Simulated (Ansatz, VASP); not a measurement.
**InSb in VASP and in Ansatz**

```
In Sb
1.0
     0.00000    3.01950    3.01950
     3.01950    0.00000    3.01950
     3.01950    3.01950    0.00000
In Sb
1 1
Direct
  0.00000 0.00000 0.00000
  0.50000 0.50000 0.50000
```

Alike in both runs: task single point; functional PBE; k mesh 14 × 14 × 14; occupations gaussian, width 0.15 eV; no spin polarisation.

|  | VASP | Ansatz |
| --- | --- | --- |
| version | VASP 6.6.1 | Ansatz 0.2.0 |
| potentials or method | VASP PAW PBE potentials, release 64 (In_d, Sb), cutoff 520 eV | scalar-relativistic, plane waves, PAW |
| valence electrons in the cell | 18 | 28 |

|  | VASP | Ansatz | Ansatz less VASP |
| --- | --- | --- | --- |
| gap on the k mesh at the Fermi level (eV) | none | none | - |
| pressure (GPa) | 2.9 | 2.9 | +0.03 |

A gap of «none» marks a metal or a gap that the smearing closes. VASP's potentials hold 18 valence electrons a cell and Ansatz's 28, so a difference there can come from the potentials and not from the codes.

Spin-orbit coupling is off throughout.
